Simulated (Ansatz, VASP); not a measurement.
**CsPt in VASP and in Ansatz**

```
Cs Pt
1.0
     3.43894    0.00000    0.00000
    -1.71947    2.97821    0.00000
     0.00000    0.00000    5.57902
Cs Pt
1 1
Direct
  0.00000 0.00000 0.00000
  0.33333 0.66667 0.50000
```

Alike in both runs: functional PBE; k mesh 12 × 12 × 10; occupations gaussian, width 0.1 eV; no spin polarisation.

Ansatz relaxed the structure, and its values are those at the end. VASP's run is a single point on that final structure, the one shown.

```csv
,VASP,Ansatz
version,VASP 6.6.1,Ansatz 0.2.0
potentials or method,"VASP PAW PBE potentials, release 64 (Cs_sv, Pt), cutoff 520 eV","scalar-relativistic, plane waves, PAW"
valence electrons in the cell,19,27
```

Ansatz gave:

```
gap on the k mesh at the Fermi level (eV) : none
pressure (GPa)                            : 0.0
```

**Question.** Which values does VASP return?

**Answer.** gap on the k mesh at the Fermi level (eV): none; pressure (GPa): 0.3.

A gap of «none» marks a metal or a gap that the smearing closes. VASP's potentials hold 19 valence electrons a cell and Ansatz's 27, so a difference there can come from the potentials and not from the codes.

Spin-orbit coupling is off throughout.
